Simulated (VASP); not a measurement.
**SnO (Romarchite): single point with PBE**

The system is SnO (Romarchite).

```
Sn O
1.0
     3.87310    0.00000    0.00000
     0.00000    3.87310    0.00000
     0.00000    0.00000    4.93574
Sn O
2 2
Direct
  0.50000 0.00000 0.23690
  0.00000 0.50000 0.76310
  0.00000 0.00000 0.00000
  0.50000 0.50000 0.00000
```

```json
{
  "Program": "VASP 6.6.1",
  "Task": "single point",
  "Functional": "PBE",
  "Potentials or basis": "VASP PAW PBE potentials, release 64 (Sn_d, O)",
  "Cutoff": "520 eV",
  "k mesh": "5 × 5 × 4",
  "Occupations": "gaussian, width 0.01 eV",
  "Spin": "no spin polarisation"
}
```

```json
{
 "Pressure": "-0.4 GPa",
 "Largest force": "0.205 eV/Å",
 "Band gap on the k mesh": "0.68 eV, indirect (least direct gap 2.01 eV)"
}
```

Forces on the atoms (eV/Å):
```
Sn   0.000  0.000 -0.205
Sn   0.000  0.000  0.205
O    0.000  0.000  0.000
O    0.000  0.000  0.000
```

Stress tensor (GPa, compression positive):
```
-0.47  0.00  0.00
 0.00 -0.47  0.00
 0.00  0.00 -0.31
```

Levels at points of the mesh, in eV from the valence-band top:
| k point | band 18 | band 19 | band 20 | band 21 | band 22 | band 23 |
| --- | --- | --- | --- | --- | --- | --- |
| (0.00, 0.00, 0.00) | -2.83 | -2.83 | 0.00 | 2.01 | 4.39 | 4.69 |
| (0.00, 0.00, 0.50) | -2.85 | -2.85 | -1.95 | 1.76 | 3.07 | 3.07 |

Run time: 29 s on 1 thread of Intel(R) Xeon(R) Platinum 8375C CPU @ 2.90GHz (Ice Lake) (shared host), peak memory 0.19 GiB.

Caveat: spin-orbit coupling is left out, which moves the levels of the heavy elements. A k mesh can miss the band edges.
